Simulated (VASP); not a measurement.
Wanted: the native input for a VASP 6.6.1 run.

```
Task                   : single point
Functional             : PBE
Potentials or basis    : VASP PAW PBE potentials, release 64 (As, Al, Bi_d)
Cutoff                 : 520 eV
k mesh                 : 6 × 6 × 6
Occupations            : gaussian, width 0.01 eV
Spin                   : no spin polarisation
Dipole correction      : no
Further INCAR settings : ALGO = Normal; EDIFF = 1e-06; NBANDS = 36
```

The structure of Al2BiAs lies in POSCAR:

```
Al2BiAs
1.0
   -3.1007734656      3.1007734656      6.1501224861
    3.1007734656     -3.1007734656      6.1501224861
    3.1007734656      3.1007734656     -6.1501224861
As Al Bi
2 4 2
Direct
    0.0000000000      0.0000000000      0.0000000000
    0.2500000000      0.7500000000      0.5000000000
    0.6250000000      0.6604459024      0.5354459024
    0.9104459024      0.3750000000      0.0354459024
    0.1250000000      0.0895540976      0.4645540976
    0.3395540976      0.8750000000     -0.0354459024
    0.5000000000      0.5000000000      0.0000000000
    0.7500000000      0.2500000000      0.5000000000
```

The input as run:

INCAR

```
SYSTEM = Al2BiAs
PREC = Accurate
ENCUT = 520
EDIFF = 1E-6
ISMEAR = 0
SIGMA = 0.01
LREAL = .False.
LASPH = .True.
NELM = 80
ALGO = Normal
ISIF = 2
LWAVE = .False.
LCHARG = .True.
GGA = PE
LELF = .True.
LVHAR = .True.
NBANDS = 36
```

KPOINTS

```
regular mesh
0
Gamma
  6 6 6
  0 0 0
```

Potentials or basis: VASP PAW PBE potentials, release 64 (As, Al, Bi_d).

Command:

```sh
$ cat potpaw_PBE.64/As/POTCAR potpaw_PBE.64/Al/POTCAR potpaw_PBE.64/Bi_d/POTCAR > POTCAR
$ mpirun -np 1 vasp_std > vasp.out
```

It gave:

```json
{"Pressure": "-2.6 GPa", "Largest force": "0.024 eV/Å", "Band gap on the k mesh": "0.04 eV"}
```

Caveat: spin-orbit coupling is left out, which moves the levels of the heavy elements.

It took 8.4 min on 1 thread of Oxide Virtual Turin-like Processor, with other jobs on the host, peak memory 0.53 GiB.
